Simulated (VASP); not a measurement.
# CoSi2 in VASP: notebook, part 2 of 2

VASP 6.6.1.

### Step 4. Single point, PBE (atoms displaced along several vibrational modes)

INCAR

```
SYSTEM = CoSi2
PREC = Accurate
ENCUT = 520
EDIFF = 1E-7
ISMEAR = 0
SIGMA = 0.15
LREAL = .False.
LASPH = .True.
NELM = 80
ALGO = Normal
ISIF = 2
LWAVE = .False.
LCHARG = .True.
GGA = PE
LELF = .True.
LVHAR = .True.
NBANDS = 16
```

KPOINTS

```
Automatic mesh
0
Gamma
  12 12 12
  0 0 0
```

POSCAR

```
CoSi2
1.0
    0.0000000000      2.6801763726      2.6801763726
    2.6801763726      0.0000000000      2.6801763726
    2.6801763726      2.6801763726      0.0000000000
Co Si
1 2
Direct
   -0.0208035254      0.0208035254     -0.0208035254
    0.2871244225      0.2128755775      0.2565294210
    0.7565294210      0.7434705790      0.7871244225
```

Potentials or basis: VASP PAW PBE potentials, release 64 (Co, Si).

On the command line:

```console
$ cat potpaw_PBE.64/Co/POTCAR potpaw_PBE.64/Si/POTCAR > POTCAR
$ mpirun -np 1 vasp_std > vasp.out
```

OUTCAR:

```text
SYSTEM = CoSi2
   PREC = Accurate
   ENCUT = 520
   EDIFF = 1E-7
   ISMEAR = 0
   LREAL = .False.
   LASPH = .True.
   NELM = 80
   ISIF = 2
   GGA = PE

 ion  position               nearest neighbor table
   1  0.979  0.021  0.979-   3 2.15   2 2.15   2 2.25   3 2.25   2 2.42   3 2.42   2 2.51   3 2.51

   2  0.287  0.213  0.257-   1 2.15   1 2.25   1 2.42   1 2.51   3 2.52   3 2.69   3 2.69   3 2.69
                             3 2.69   3 2.84
   3  0.757  0.743  0.787-   1 2.15   1 2.25   1 2.42   1 2.51   2 2.52   2 2.69   2 2.69   2 2.69
                             2 2.69   2 2.84

  LATTYP: Found a face centered cubic cell.
 ALAT       =     5.3603527452

  Lattice vectors:

 A1 = (   0.0000000000,   2.6801763726,   2.6801763726)
 A2 = (   2.6801763726,   0.0000000000,   2.6801763726)
 A3 = (   2.6801763726,   2.6801763726,   0.0000000000)

Analysis of symmetry for initial positions (statically):
=====================================================================
 Subroutine PRICEL returns:
 Original cell was already a primitive cell.

 Routine SETGRP: Setting up the symmetry group for a
 face centered cubic supercell.

 Subroutine GETGRP returns: Found  2 space group operations
 (whereof  2 operations were pure point group operations)
 out of a pool of 48 trial point group operations.

The static configuration has the point symmetry C_1h.

Analysis of symmetry for dynamics (positions and initial velocities):
=====================================================================
 Subroutine PRICEL returns:
 Original cell was already a primitive cell.

 Routine SETGRP: Setting up the symmetry group for a
 face centered cubic supercell.

 Subroutine GETGRP returns: Found  2 space group operations
 (whereof  2 operations were pure point group operations)
 out of a pool of 48 trial point group operations.

The dynamic configuration has the point symmetry C_1h.

 Subroutine INISYM returns: Found  2 space group operations
 (whereof  2 operations are pure point group operations),
 and found     1 'primitive' translations

----------------------------------------------------------------------------------------

                                     Primitive cell

  volume of cell :      38.5053

  direct lattice vectors                    reciprocal lattice vectors
     0.000000000  2.680176373  2.680176373    -0.186554887  0.186554887  0.186554887
     2.680176373  0.000000000  2.680176373     0.186554887 -0.186554887  0.186554887
     2.680176373  2.680176373  0.000000000     0.186554887  0.186554887 -0.186554887

  length of vectors
     3.790341776  3.790341776  3.790341776     0.323122542  0.323122542  0.323122542

  position of ions in fractional coordinates (direct lattice)
     0.979196475  0.020803525  0.979196475
     0.287124422  0.212875578  0.256529421
     0.756529421  0.743470579  0.787124422

  ion indices of the primitive-cell ions
   primitive index   ion index
                 1           1
                 2           2
                 3           3

----------------------------------------------------------------------------------------

 KPOINTS: Automatic mesh

Automatic generation of k-mesh.
 Grid dimensions read from file:
 generate k-points for:   12   12   12

 Generating k-lattice:

  Cartesian coordinates                     Fractional coordinates (reciprocal lattice)
    -0.015546241  0.015546241  0.015546241     0.083333333  0.000000000  0.000000000
     0.015546241 -0.015546241  0.015546241     0.000000000  0.083333333  0.000000000
     0.015546241  0.015546241 -0.015546241     0.000000000  0.000000000  0.083333333

  Length of vectors
     0.026926879  0.026926879  0.026926879

  Shift w.r.t. Gamma in fractional coordinates (k-lattice)
     0.000000000  0.000000000  0.000000000

 Subroutine IBZKPT returns following result:
 ===========================================

 Found    476 irreducible k-points:

 Following reciprocal coordinates:
            Coordinates               Weight
  0.000000  0.000000  0.000000      1.000000
  0.083333  0.000000  0.000000      4.000000
  0.000000  0.083333  0.000000      4.000000
  0.166667  0.000000  0.000000      4.000000
  0.000000  0.166667  0.000000      4.000000
  0.250000  0.000000  0.000000      4.000000
[... 16 lines left out ...]
  0.250000  0.083333  0.000000      4.000000
  0.000000  0.250000  0.083333      4.000000
 [... further k-points ...]
   k-points           NKPTS =    476   k-points in BZ     NKDIM =    476   number of bands    NBANDS=     16
   number of dos      NEDOS =    301   number of ions     NIONS =      3
   total plane-waves  NPLWV =  21952
   dimension x,y,z NGX =    28 NGY =   28 NGZ =   28
   dimension x,y,z NGXF=    56 NGYF=   56 NGZF=   56
   ions per type =               1   2
   NGX,Y,Z   is equivalent  to a cutoff of  12.28, 12.28, 12.28 a.u.
   NGXF,Y,Z  is equivalent  to a cutoff of  24.56, 24.56, 24.56 a.u.
 SYSTEM =  CoSi2
   PREC   = accura    normal or accurate (medium, high low for compatibility)
   ISTART =      0    job   : 0-new  1-cont  2-samecut
   ICHARG =      2    charge: 1-file 2-atom 10-const
   ISPIN  =      1    spin polarized calculation?
   LNONCOLLINEAR =      F non collinear calculations
   LSORBIT =      F    spin-orbit coupling
   LASPH  =      T    aspherical Exc in radial PAW
   ENCUT  =  520.0 eV  38.22 Ry    6.18 a.u.   7.05  7.05  7.05*2*pi/ulx,y,z
   NELM   =     80;   NELMIN=  2; NELMDL= -5     # of ELM steps
   EDIFF  = 0.1E-06   stopping-criterion for ELM
   LREAL  =      F    real-space projection
   EDIFFG = 0.1E-05   stopping-criterion for IOM
   NSW    =      0    number of steps for IOM
   IBRION =     -1    ionic relax: 0-MD 1-quasi-New 2-CG
   NFREE  =      0    steps in history (QN), initial steepest desc. (CG)
   ISIF   =      2    stress and relaxation
   ISYM   =      2    0-nonsym 1-usesym 2-fastsym
   POTIM  = 0.5000    time-step for ionic-motion
   TEBEG  =    0.0;   TEEND  =   0.0 temperature during run
   PSTRESS=    0.0 pullay stress
   NELECT =      17.0000    total number of electrons
   NUPDOWN=      -1.0000    fix difference up-down
   EMIN   =  10.00;   EMAX   =-10.00  energy-range for DOS
   EFERMI =   0.00;   METHOD = LEGACY
   ISMEAR =     0;   SIGMA  =   0.15  broadening in eV -4-tet -1-fermi 0-gaus
   EFERMI_NEDOS =   21; number of points for ismear=-14 and -15
   IALGO  =     38    algorithm
   IMIX   =      4    mixing-type and parameters
     AMIX     =   0.40;   BMIX     =  1.00
     AMIX_MAG =   1.60;   BMIX_MAG =  1.00
  volume/ion in A,a.u.               =      12.84        86.62
  Fermi-wavevector in a.u.,A,eV,Ry     =   1.246573  2.355682 21.142700  1.553945
  Thomas-Fermi vector in A             =   2.380744
   LORBIT       =      0    0 simple, 1 ext, 2 COOP (PROOUT), +10 PAW based schemes
   GGA     = PE    functional components
   LHFCALC =     F    Hartree Fock is set to
   AEXX    =    0.0000 exact exchange contribution
   IVDW    =     0    specifies the selected vdW correction
   LEPSILON=     F    determine dielectric tensor
   LRPA    =     F    only Hartree local field effects (RPA)
 non-spin polarized calculation
 Gauss-broadening in eV      SIGMA  =   0.15
  energy-cutoff  :      520.00
  volume of cell :       38.51
 maximum number of plane-waves:      1056
   NGX = 15   NGY = 15   NGZ = 15

 number of electron      16.9999997 magnetization

 Free energy of the ion-electron system (eV)
  ---------------------------------------------------
  ext. energy  EPLUGINS =         0.00000000
  ---------------------------------------------------
  free energy    TOTEN  =       -18.91683428 eV

  energy without entropy =      -18.90537805  energy(sigma->0) =      -18.91110616

 E-fermi :  10.1003     XC(G=0): -11.7229

 val. band max:       10.0940710652   @ k =  -0.2500   0.5000  -0.3333
 cond. band min:      10.1014761917   @ k =   0.3333   0.5000   0.2500
 fundamental gap:      0.0074051264
 Fermi energy:        10.1002944899

 k-point     1 :       0.0000    0.0000    0.0000
  band No.  band energies     occupation
      1      -3.0615      2.00000
      2       5.8494      2.00000
      3       5.9397      2.00000
      4       6.0837      2.00000
      5       8.0643      2.00000
      6       8.1204      2.00000
[... 8 lines left out ...]
     15      15.8790      0.00000
     16      16.2730      0.00000
[... 419 lines left out ...]
 k-point    24 :       0.0000    0.2500    0.0833
  band No.  band energies     occupation
      1      -2.2366      2.00000
      2       4.3847      2.00000
      3       6.0343      2.00000
      4       6.1698      2.00000
      5       7.7350      2.00000
      6       8.1388      2.00000
[... 8 lines left out ...]
     15      17.3869      0.00000
     16      17.8246      0.00000

 [... further k-points ...]
[... 5 lines left out ...]
  --------------------------------------------------------------------------------------
  -------------------------------------------------------------------------------------
  Total        1.6293913      0.7120214      1.3365505      0.0000000      1.5590019      0.0000000
  in kB       67.7978406     29.6267158     55.6129372      0.0000000     64.8689868      0.0000000
  external PRESSURE =      51.0124979 kB  Pullay stress =       0.0000000 kB

 VOLUME and BASIS-vectors are now :
 -----------------------------------------------------------------------------
  energy-cutoff  :      520.00
  volume of cell :       38.51
      direct lattice vectors                 reciprocal lattice vectors
     0.000000000  2.680176373  2.680176373    -0.186554887  0.186554887  0.186554887
     2.680176373  0.000000000  2.680176373     0.186554887 -0.186554887  0.186554887
     2.680176373  2.680176373  0.000000000     0.186554887  0.186554887 -0.186554887

 POSITION                                       TOTAL-FORCE (eV/Angst)
 -----------------------------------------------------------------------------------
      2.68018      5.24884      2.68018         0.000000      2.705222      0.820189
      1.25809      1.45709      1.34009         1.012319     -1.352611     -0.410095
      4.10226      4.13726      4.02026        -1.012319     -1.352611     -0.410095
 -----------------------------------------------------------------------------------
    total drift:                               -0.000000     -0.000375     -0.000049

  FREE ENERGIE OF THE ION-ELECTRON SYSTEM (eV)
  ---------------------------------------------------
  free  energy   TOTEN  =       -18.9168342776 eV

  energy  without entropy=      -18.9053780504  energy(sigma->0) =      -18.91110616
```

OSZICAR:

```text
N       E                     dE             d eps       ncg     rms          rms(c)
DAV:   1     0.611467871432E+02    0.61147E+02   -0.67775E+03 15240   0.102E+03
DAV:   2    -0.170150770908E+02   -0.78162E+02   -0.69788E+02 16896   0.203E+02
DAV:   3    -0.202367297609E+02   -0.32217E+01   -0.31627E+01 19872   0.456E+01
DAV:   4    -0.202936860725E+02   -0.56956E-01   -0.56918E-01 18328   0.582E+00
DAV:   5    -0.202954440620E+02   -0.17580E-02   -0.17579E-02 20224   0.106E+00    0.143E+01
DAV:   6    -0.235464444837E+02   -0.32510E+01   -0.22107E+01 15832   0.995E+01    0.168E+01
DAV:   7    -0.189579254411E+02    0.45885E+01   -0.10294E+01 19200   0.789E+01    0.338E+00
DAV:   8    -0.189478425028E+02    0.10083E-01   -0.70693E-01 18688   0.538E+00    0.187E+00
DAV:   9    -0.189168169734E+02    0.31026E-01   -0.86354E-02 18872   0.558E+00    0.478E-01
DAV:  10    -0.189168003153E+02    0.16658E-04   -0.58880E-03 21760   0.101E+00    0.110E-01
DAV:  11    -0.189168122863E+02   -0.11971E-04   -0.51158E-04 20880   0.381E-01    0.449E-02
DAV:  12    -0.189168323705E+02   -0.20084E-04   -0.52731E-05 18424   0.722E-02    0.883E-03
DAV:  13    -0.189168340391E+02   -0.16686E-05   -0.59486E-06 21672   0.331E-02    0.564E-03
DAV:  14    -0.189168342134E+02   -0.17435E-06   -0.92380E-07 17192   0.930E-03    0.120E-03
DAV:  15    -0.189168342776E+02   -0.64157E-07   -0.32673E-08 13648   0.223E-03
   1 F= -.18916834E+02 E0= -.18911106E+02  d E =-.114562E-01
```

stdout:

```text
POSCAR found type information on POSCAR CoSi
 POSCAR found :  2 types and       3 ions
 scaLAPACK will be used
 LDA part: xc-table for (Slater+PW92), standard interpolation
 POSCAR, INCAR and KPOINTS ok, starting setup
 FFT: planning ... GRIDC
 FFT: planning ... GRID_SOFT
 FFT: planning ... GRID
 WAVECAR not read
 entering main loop
```

Run time: 3.1 min. Hardware: 1 thread of Intel Xeon Platinum 8488C (Sapphire Rapids), shared host; peak memory 0.39 GiB.

What came out:

```
Free energy            : -18.9168 eV
Pressure               : 5.1 GPa
Largest force          : 2.827 eV/Å
Band gap on the k mesh : zero (an odd number of electrons rules out a gap without spin polarisation)
```

Forces in eV/Å, atoms in the order of the input:
```
Co   0.000  2.705  0.820
Si   1.012 -1.353 -0.410
Si  -1.012 -1.353 -0.410
```

Caveat: the cell differs from its parent crystal (atoms displaced along several vibrational modes); the cell stands under pressure; an odd number of electrons without spin polarisation forces a metal; a magnetic or distorted state may lie lower.

### Step 5. Overview

| cell | gap on the mesh (eV) | pressure (GPa) | largest force (eV/Å) |
| --- | --- | --- | --- |
| as given, atomic positions A | none | 4.0 | 2.66 |
| as given, atomic positions B | none | 2.2 | 1.99 |
| as given, atomic positions C | none | 5.1 | 2.83 |

Alike in all rows: task single point; level PBE; potentials or basis VASP PAW PBE potentials, release 64 (Co, Si); no spin polarisation; k mesh 12 × 12 × 12; cutoff (eV) 520; smearing gaussian 0.15 eV.

Caveats: an odd number of electrons without spin polarisation forces a metal; a magnetic or distorted state may lie lower; the cell stands under pressure (at least some runs).

Absolute energies hang on the potentials; compare differences alone.

The gap in the log of VASP goes by the Fermi energy; the results here count the filled bands.